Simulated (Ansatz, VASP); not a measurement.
**Two plane-wave programs on BaO3**

```xyz
4
Lattice="3.9908 0.0000 0.0000 0.0000 3.9908 0.0000 0.0000 0.0000 3.9908" Properties=species:S:1:pos:R:3 pbc="T T T"
Ba    0.0000    0.0000    0.0000
O     0.0000    1.9954    1.9954
O     1.9954    0.0000    1.9954
O     1.9954    1.9954    0.0000
```

Alike in both runs: functional PBE; k mesh 4 × 4 × 4; occupations gaussian, width 0.1 eV; collinear spin.

Ansatz relaxed the structure, and its values are those at the end. VASP's run is a single point on that final structure, the one shown.

```csv
,VASP,Ansatz
version,VASP 6.6.1,Ansatz 0.2.0
potentials or method,"VASP PAW PBE potentials, release 64 (Ba_sv, O_h), cutoff 910 eV","scalar-relativistic, plane waves, PAW"
valence electrons in the cell,28,28
```

VASP gave:

* gap on the k mesh at the Fermi level (eV): none
* net moment per atom (μB): 1.00
* size of the moment on the site where the two differ most (μB): 0.81

Which values does Ansatz return?

gap on the k mesh at the Fermi level (eV): none; net moment per atom (μB): 1.00; size of the moment on the site where the two differ most (μB): 1.33.

Site moments also hang on the region over which each program counts them. A gap of «none» marks a metal or a gap that the smearing closes.

The k mesh is coarse, so the values compare programs but aren't converged. Neither program's run includes spin-orbit coupling. Noted on VASP's run: the cutoff is short for stress, so the pressure is rough.
